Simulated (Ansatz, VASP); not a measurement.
# One calculation of KBr, two programs

```
CELL_PARAMETERS angstrom
0.00000 3.30225 3.30225
3.28574 0.00000 3.30225
3.28574 3.30225 0.00000
ATOMIC_POSITIONS crystal
K 0.00000 0.00000 0.00000
Br 0.50000 0.50000 0.50000
```

Change from the starting cell: uniaxial_x strain -0.5%.

Alike in both runs: task single point; functional r2SCAN; k mesh 6 × 6 × 6; no spin polarisation.

|  | VASP | Ansatz |
| --- | --- | --- |
| version | VASP 6.6.1 | Ansatz 0.2.0 |
| potentials or method | VASP PAW PBE potentials, release 64 (K_sv, Br) | plane waves, PAW |
| plane-wave cutoff (eV) | 520 | 500 |
| occupations | gaussian, width 0.01 eV | fixed |
| valence electrons in the cell | 16 | 16 |

Ansatz gave:

* gap on the k mesh at the Fermi level (eV): 5.08
* pressure (GPa): 0.1
* traceless stress, the component that is largest in VASP (GPa): 0.12

Task: Which values does VASP return?

Result: gap on the k mesh at the Fermi level (eV): 5.09; pressure (GPa): 0.1; traceless stress, the component that is largest in VASP (GPa): 0.12.

VASP's potentials were made for PBE, not for r2SCAN.
